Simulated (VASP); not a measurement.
Wanted: the native input for a VASP 6.6.1 run.

```
Task                   : single point
Functional             : LDA
Potentials or basis    : VASP PAW LDA potentials, release 64 (Ga_d, N)
Cutoff                 : 520 eV
k mesh                 : 8 × 6 × 6
Occupations            : gaussian, width 0.05 eV
Spin                   : no spin polarisation
Dipole correction      : no
Further INCAR settings : ALGO = Normal; EDIFF = 1e-06; NBANDS = 46
```

The structure of GaN lies in POSCAR:

```
GaN
1.0
   -3.1515767111      0.0000000000      0.0000000000
    0.0000000000      0.0000000000     -5.1382481593
    0.0000000000     -5.4586909876      0.0000000000
Ga N
4 4
Direct
    0.5000000000      0.0045102384      0.1744943876
    0.0000000000     -0.0016845681      0.6588377078
    0.0000000000      0.4983154319      0.3411622922
    0.5000000000      0.5045102384      0.8255056124
    0.5000000000      0.6193193395      0.1677954307
    0.0000000000      0.6221940328      0.6655302897
    0.0000000000      0.1221940328      0.3344697103
    0.5000000000      0.1193193395      0.8322045693
```

This cell differs from its parent crystal: mode 11 frozen in at -0.046 Å and mode 13 at +0.018 Å (largest displacements).

These files were run (other wordings do the same):

INCAR

```
SYSTEM = GaN
PREC     = Accurate       ! precision mode
ENCUT    = 520            ! plane-wave cutoff, eV
EDIFF    = 1E-6           ! SCF threshold, eV
ISMEAR   = 0              ! smearing method
SIGMA    = 0.05           ! smearing width, eV
LREAL    = .False.        ! projectors in reciprocal space
LASPH    = .True.         ! aspherical terms in the spheres
NELM     = 60             ! most SCF steps
ALGO     = Normal         ! electronic algorithm
ISIF     = 2              ! what is computed and relaxed
LWAVE    = .False.        ! write WAVECAR
LCHARG   = .True.         ! write CHGCAR
GGA      = CA             ! functional
LELF     = .True.         ! ELF
LVHAR    = .True.       
NBANDS   = 46             ! bands
```

KPOINTS

```
regular mesh
0
Gamma
  8 6 6
  0 0 0
```

Potentials or basis: VASP PAW LDA potentials, release 64 (Ga_d, N).

Command:

```console
$ cat potpaw_LDA.64/Ga_d/POTCAR potpaw_LDA.64/N/POTCAR > POTCAR
$ mpirun -np 1 vasp_std > vasp.out
```

Results of the run:

```
Pressure               : 1.6 GPa
Largest force          : 1.304 eV/Å
Band gap on the k mesh : 2.13 eV
```

Caveat: the cell differs from its parent crystal (mode 11 frozen in at -0.046 Å and mode 13 at +0.018 Å (largest displacements)); forces of over 1 eV/Å act on the atoms, so gaps and moduli don't describe the material at rest.

Wall time 3.2 min on 1 thread of AMD EPYC 9R45 96-Core Processor (Zen 5), with other jobs on the host, peak memory 0.3 GiB.
